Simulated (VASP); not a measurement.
# RbBr (Fm-3m) in VASP: notebook

Aim: see how the results for RbBr move with the level of theory and the settings. Levels: PBEsol+D3(BJ), PBEsol. Tasks: single point, relaxation of cell and atoms.

Program: VASP 6.6.1. These are calculated values, not measurements. Logs are shortened: lines on timing, memory, paths and dates and some standing lists are left out, and cuts for length are marked.

**1. The cell of the first run**

It takes space group Fm-3m (No. 225, cubic). The conventional cell has a = 6.718 Å, b = 6.718 Å, c = 6.718 Å, α = 90.00°, β = 90.00°, γ = 90.00°. Rb (site symmetry m-3m) has 6 Br at 3.36 Å within 4.4 Å. Br (site symmetry m-3m) has 6 Rb at 3.36 Å within 4.4 Å.

**2. Single point, PBEsol+D3(BJ)**

INCAR

```
SYSTEM = RbBr
PREC = Accurate
ENCUT = 500
EDIFF = 1E-6
ISMEAR = 0
SIGMA = 0.01
LREAL = .FALSE.
LASPH = .TRUE.
NELM = 120
ALGO = Normal
ISIF = 2
LWAVE = .FALSE.
LCHARG = .TRUE.
GGA = PS
IVDW = 12
LELF = .TRUE.
LVHAR = .TRUE.
NBANDS = 15
GGA_COMPAT = .FALSE.
```

KPOINTS

```
Automatic mesh
0
G
  6 6 6
  0 0 0
```

POSCAR

```
RbBr
1.0
    0.0000000000      3.3588167835      3.3588167835
    3.3588167835      0.0000000000      3.3588167835
    3.3588167835      3.3588167835      0.0000000000
Rb Br
1 1
Direct
    0.0000000000      0.0000000000      0.0000000000
    0.5000000000      0.5000000000      0.5000000000
```

Potentials or basis: VASP PAW PBE potentials, release 64 (Rb_sv, Br).

On the command line:

```sh
> cat potpaw_PBE.64/Rb_sv/POTCAR potpaw_PBE.64/Br/POTCAR > POTCAR
> mpirun -np 1 vasp_std > vasp.out
```

OUTCAR:

```text
SYSTEM = RbBr
   PREC = Accurate
   ENCUT = 500
   EDIFF = 1E-6
   ISMEAR = 0
   LREAL = .FALSE.
   LASPH = .TRUE.
   NELM = 120
   ISIF = 2
   GGA = PS
   IVDW = 12
 IVDW          = 12

 ion  position               nearest neighbor table
   1  0.000  0.000  0.000-   2 3.36   2 3.36   2 3.36   2 3.36   2 3.36   2 3.36
   2  0.500  0.500  0.500-   1 3.36   1 3.36   1 3.36   1 3.36   1 3.36   1 3.36

  LATTYP: Found a face centered cubic cell.
 ALAT       =     6.7176335670

  Lattice vectors:

 A1 = (   0.0000000000,   3.3588167835,   3.3588167835)
 A2 = (   3.3588167835,   0.0000000000,   3.3588167835)
 A3 = (   3.3588167835,   3.3588167835,   0.0000000000)

Analysis of symmetry for initial positions (statically):
=====================================================================
 Subroutine PRICEL returns:
 Original cell was already a primitive cell.

 Routine SETGRP: Setting up the symmetry group for a
 face centered cubic supercell.

 Subroutine GETGRP returns: Found 48 space group operations
 (whereof 48 operations were pure point group operations)
 out of a pool of 48 trial point group operations.

The static configuration has the point symmetry O_h .

Analysis of symmetry for dynamics (positions and initial velocities):
=====================================================================
 Subroutine PRICEL returns:
 Original cell was already a primitive cell.

 Routine SETGRP: Setting up the symmetry group for a
 face centered cubic supercell.

 Subroutine GETGRP returns: Found 48 space group operations
 (whereof 48 operations were pure point group operations)
 out of a pool of 48 trial point group operations.

The dynamic configuration has the point symmetry O_h .

 Subroutine INISYM returns: Found 48 space group operations
 (whereof 48 operations are pure point group operations),
 and found     1 'primitive' translations

----------------------------------------------------------------------------------------

                                     Primitive cell

  volume of cell :      75.7860

  direct lattice vectors                    reciprocal lattice vectors
     0.000000000  3.358816784  3.358816784    -0.148861945  0.148861945  0.148861945
     3.358816784  0.000000000  3.358816784     0.148861945 -0.148861945  0.148861945
     3.358816784  3.358816784  0.000000000     0.148861945  0.148861945 -0.148861945

  length of vectors
     4.750084249  4.750084249  4.750084249     0.257836452  0.257836452  0.257836452

  position of ions in fractional coordinates (direct lattice)
     0.000000000  0.000000000  0.000000000
     0.500000000  0.500000000  0.500000000

  ion indices of the primitive-cell ions
   primitive index   ion index
                 1           1
                 2           2

----------------------------------------------------------------------------------------

 KPOINTS: Automatic mesh

Automatic generation of k-mesh.
 Grid dimensions read from file:
 generate k-points for:    6    6    6

 Generating k-lattice:

  Cartesian coordinates                     Fractional coordinates (reciprocal lattice)
    -0.024810324  0.024810324  0.024810324     0.166666667  0.000000000  0.000000000
     0.024810324 -0.024810324  0.024810324     0.000000000  0.166666667  0.000000000
     0.024810324  0.024810324 -0.024810324     0.000000000  0.000000000  0.166666667

  Length of vectors
     0.042972742  0.042972742  0.042972742

  Shift w.r.t. Gamma in fractional coordinates (k-lattice)
     0.000000000  0.000000000  0.000000000

 Subroutine IBZKPT returns following result:
 ===========================================

 Found     16 irreducible k-points:

 Following reciprocal coordinates:
            Coordinates               Weight
  0.000000  0.000000  0.000000      1.000000
  0.166667  0.000000  0.000000      8.000000
  0.333333  0.000000  0.000000      8.000000
  0.500000  0.000000  0.000000      4.000000
  0.166667  0.166667  0.000000      6.000000
  0.333333  0.166667  0.000000     24.000000
[... 8 lines left out ...]
 -0.333333  0.333333  0.166667     24.000000
 -0.333333  0.500000  0.166667     12.000000
   k-points           NKPTS =     16   k-points in BZ     NKDIM =     16   number of bands    NBANDS=     15
   number of dos      NEDOS =    301   number of ions     NIONS =      2
   total plane-waves  NPLWV =  46656
   dimension x,y,z NGX =    36 NGY =   36 NGZ =   36
   dimension x,y,z NGXF=    72 NGYF=   72 NGZF=   72
   ions per type =               1   1
   NGX,Y,Z   is equivalent  to a cutoff of  12.60, 12.60, 12.60 a.u.
   NGXF,Y,Z  is equivalent  to a cutoff of  25.20, 25.20, 25.20 a.u.
 SYSTEM =  RbBr
   PREC   = accura    normal or accurate (medium, high low for compatibility)
   ISTART =      0    job   : 0-new  1-cont  2-samecut
   ICHARG =      2    charge: 1-file 2-atom 10-const
   ISPIN  =      1    spin polarized calculation?
   LNONCOLLINEAR =      F non collinear calculations
   LSORBIT =      F    spin-orbit coupling
   LASPH  =      T    aspherical Exc in radial PAW
   ENCUT  =  500.0 eV  36.75 Ry    6.06 a.u.   8.66  8.66  8.66*2*pi/ulx,y,z
   NELM   =    120;   NELMIN=  2; NELMDL= -5     # of ELM steps
   EDIFF  = 0.1E-05   stopping-criterion for ELM
   LREAL  =      F    real-space projection
   EDIFFG = 0.1E-04   stopping-criterion for IOM
   NSW    =      0    number of steps for IOM
   IBRION =     -1    ionic relax: 0-MD 1-quasi-New 2-CG
   NFREE  =      0    steps in history (QN), initial steepest desc. (CG)
   ISIF   =      2    stress and relaxation
   ISYM   =      2    0-nonsym 1-usesym 2-fastsym
   POTIM  = 0.5000    time-step for ionic-motion
   TEBEG  =    0.0;   TEEND  =   0.0 temperature during run
   PSTRESS=    0.0 pullay stress
   NELECT =      16.0000    total number of electrons
   NUPDOWN=      -1.0000    fix difference up-down
   EMIN   =  10.00;   EMAX   =-10.00  energy-range for DOS
   EFERMI =   0.00;   METHOD = LEGACY
   ISMEAR =     0;   SIGMA  =   0.01  broadening in eV -4-tet -1-fermi 0-gaus
   EFERMI_NEDOS =   21; number of points for ismear=-14 and -15
   IALGO  =     38    algorithm
   IMIX   =      4    mixing-type and parameters
     AMIX     =   0.40;   BMIX     =  1.00
     AMIX_MAG =   1.60;   BMIX_MAG =  1.00
  volume/ion in A,a.u.               =      37.89       255.71
  Fermi-wavevector in a.u.,A,eV,Ry     =   0.974807  1.842118 12.928911  0.950248
  Thomas-Fermi vector in A             =   2.105296
   LORBIT       =      0    0 simple, 1 ext, 2 COOP (PROOUT), +10 PAW based schemes
   GGA     = PS    functional components
   LHFCALC =     F    Hartree Fock is set to
   AEXX    =    0.0000 exact exchange contribution
   IVDW    =    12    specifies the selected vdW correction
   LEPSILON=     F    determine dielectric tensor
   LRPA    =     F    only Hartree local field effects (RPA)
 non-spin polarized calculation
 Gauss-broadening in eV      SIGMA  =   0.01
  energy-cutoff  :      500.00
  volume of cell :       75.79
 maximum number of plane-waves:      1964
 NGX is ok and might be reduce to    36
   NGX = 17   NGY = 17   NGZ = 17

 number of electron      16.0000002 magnetization

 Free energy of the ion-electron system (eV)
  ---------------------------------------------------
  ext. energy  EPLUGINS =         0.00000000
  ---------------------------------------------------
  free energy    TOTEN  =        -6.34247499 eV

  energy without entropy =       -6.34247499  energy(sigma->0) =       -6.34247499

 E-fermi :  -1.5439     XC(G=0):  -7.6596

 val. band max:       -1.6087780550   @ k =   0.0000   0.0000   0.0000
 cond. band min:       2.7443746319   @ k =   0.0000   0.0000   0.0000
 fundamental gap:      4.3531526869
 Fermi energy:        -1.5439162449

 k-point     1 :       0.0000    0.0000    0.0000
  band No.  band energies     occupation
      1     -25.8444      2.00000
      2     -13.8675      2.00000
      3      -9.9381      2.00000
      4      -9.9381      2.00000
      5      -9.9381      2.00000
      6      -1.6088      2.00000
      7      -1.6088      2.00000
      8      -1.6088      2.00000
      9       2.7444      0.00000
     10       5.5896      0.00000
     11       5.5896      0.00000
     12       5.5896      0.00000
     13       6.5293      0.00000
     14       6.5293      0.00000
     15       9.3130      0.00000

 k-point     2 :       0.1667    0.0000    0.0000
  band No.  band energies     occupation
      1     -25.8410      2.00000
      2     -13.8824      2.00000
      3      -9.9402      2.00000
      4      -9.9402      2.00000
      5      -9.9215      2.00000
      6      -1.9613      2.00000
      7      -1.7233      2.00000
      8      -1.7233      2.00000
      9       3.4366      0.00000
     10       5.4522      0.00000
     11       5.9407      0.00000
     12       5.9407      0.00000
     13       6.9823      0.00000
     14       6.9823      0.00000
     15      10.3854      0.00000

 k-point     3 :       0.3333    0.0000    0.0000
  band No.  band energies     occupation
      1     -25.8342      2.00000
      2     -13.9119      2.00000
      3      -9.9443      2.00000
      4      -9.9443      2.00000
      5      -9.8885      2.00000
      6      -2.5098      2.00000
      7      -1.9350      2.00000
      8      -1.9350      2.00000
      9       4.6969      0.00000
     10       5.6972      0.00000
     11       6.9213      0.00000
     12       6.9213      0.00000
     13       8.1063      0.00000
     14       8.1063      0.00000
     15      10.2649      0.00000
[... 199 lines left out ...]
 k-point    15 :      -0.3333    0.3333    0.1667
  band No.  band energies     occupation
      1     -25.8279      2.00000
      2     -13.8627      2.00000
      3     -10.0669      2.00000
      4     -10.0554      2.00000
      5      -9.9117      2.00000
      6      -2.3378      2.00000
      7      -1.9931      2.00000
      8      -1.9801      2.00000
      9       5.3791      0.00000
     10       5.6034      0.00000
     11       7.1039      0.00000
     12       7.3365      0.00000
     13       8.7624      0.00000
     14       9.5057      0.00000
     15       9.6515      0.00000

 k-point    16 :      -0.3333    0.5000    0.1667
  band No.  band energies     occupation
      1     -25.8270      2.00000
      2     -13.8319      2.00000
      3     -10.1419      2.00000
      4     -10.0690      2.00000
      5      -9.9419      2.00000
      6      -2.0838      2.00000
      7      -2.0510      2.00000
      8      -1.8890      2.00000
      9       4.5681      0.00000
     10       6.3948      0.00000
     11       6.4040      0.00000
     12       7.4888      0.00000
     13       8.5269      0.00000
     14       9.4794      0.00000
     15       9.9823      0.00000

------------------------ aborting loop because EDIFF is reached ----------------------------------------

 Edisp (eV)   -0.44269

 E8    (eV) :    -0.3167

  FORCE on cell =-STRESS in cart. coord.  units (eV):
  Direction    XX          YY          ZZ          XY          YZ          ZX
  --------------------------------------------------------------------------------------
  -------------------------------------------------------------------------------------
  Total      -0.02139    -0.02139    -0.02139     0.00000     0.00000    -0.00000
  in kB      -0.45225    -0.45225    -0.45225     0.00000     0.00000    -0.00000
  external pressure =       -0.45 kB  Pullay stress =        0.00 kB

 VOLUME and BASIS-vectors are now :
 -----------------------------------------------------------------------------
  energy-cutoff  :      500.00
  volume of cell :       75.79
      direct lattice vectors                 reciprocal lattice vectors
     0.000000000  3.358816784  3.358816784    -0.148861945  0.148861945  0.148861945
     3.358816784  0.000000000  3.358816784     0.148861945 -0.148861945  0.148861945
     3.358816784  3.358816784  0.000000000     0.148861945  0.148861945 -0.148861945

 POSITION                                       TOTAL-FORCE (eV/Angst)
 -----------------------------------------------------------------------------------
      0.00000      0.00000      0.00000         0.000000      0.000000      0.000000
      3.35882      3.35882      3.35882        -0.000000     -0.000000     -0.000000
 -----------------------------------------------------------------------------------
    total drift:                                0.000000      0.000000      0.000000

  FREE ENERGIE OF THE ION-ELECTRON SYSTEM (eV)
  ---------------------------------------------------
  free  energy   TOTEN  =        -6.7851686279 eV

  energy  without entropy=       -6.7851686279  energy(sigma->0) =       -6.78516863
```

It took 28 s on 1 thread of Intel Xeon 8259CL, shared host; peak memory 0.21 GiB.

What came out:

| Quantity | Value |
| --- | --- |
| Free energy | -6.7852 eV |
| Pressure | 0.0 GPa |
| Band gap on the k mesh | 4.35 eV |
| Dispersion energy per atom | -0.221 eV |

Levels at points of the mesh, in eV from the valence-band top:
| k point | band 6 | band 7 | band 8 | band 9 | band 10 | band 11 |
| --- | --- | --- | --- | --- | --- | --- |
| (0.00, 0.00, 0.00) | 0.00 | 0.00 | 0.00 | 4.35 | 7.20 | 7.20 |
| (0.50, 0.00, 0.00) | -1.13 | -0.42 | -0.42 | 6.81 | 7.81 | 9.60 |
| (0.50, 0.50, 0.00) | -0.50 | -0.16 | -0.16 | 5.41 | 7.24 | 9.26 |

Caveat: three body term missing; the PAW data sets were made with another functional, which shifts forces and pressure a little.

(Continued in part 2 of 3.)
